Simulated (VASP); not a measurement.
Pt:

```
CELL_PARAMETERS angstrom
0.00000 1.96090 1.96090
1.96090 0.00000 1.96090
1.96090 1.96090 0.00000
ATOMIC_POSITIONS crystal
Pt 0.00000 0.00000 0.00000
```

```yaml
Program: VASP 6.6.1
Task: relaxation of cell and atoms
Functional: RPBE
Potentials_or_basis: VASP PAW PBE potentials, release 64 (Pt)
Cutoff: 600 eV
k_mesh: 13 × 13 × 13
Occupations: methfessel-paxton, width 0.1 eV
Spin: no spin polarisation
```

At the start: pressure 13.7 GPa; volume 15.08 Å³/atom.

Where does the relaxation end?

Over 4 steps the energy falls by 31.8 meV/atom and the volume is 15.87 Å³/atom (+5.3 %); space group Fm-3m (No. 225, to 0.05 Å).

Step by step:
| step | energy change (eV) | largest force (eV/Å) | pressure (GPa) | volume (Å³) |
| --- | --- | --- | --- | --- |
| 1 | 0.0000 | 0.0000 | 13.66 | 15.08 |
| 2 | 0.1327 | 0.0000 | -20.72 | 18.06 |
| 3 | -0.0317 | 0.0000 | -0.57 | 15.91 |
| 4 | -0.0318 | 0.0000 | -0.07 | 15.87 |

Final structure:
```
CELL_PARAMETERS angstrom
0.00000 1.99476 1.99476
1.99476 0.00000 1.99476
1.99476 1.99476 0.00000
ATOMIC_POSITIONS crystal
Pt 0.00000 0.00000 0.00000
```

Caveat: the PAW data sets were made with another functional, which shifts forces and pressure a little.
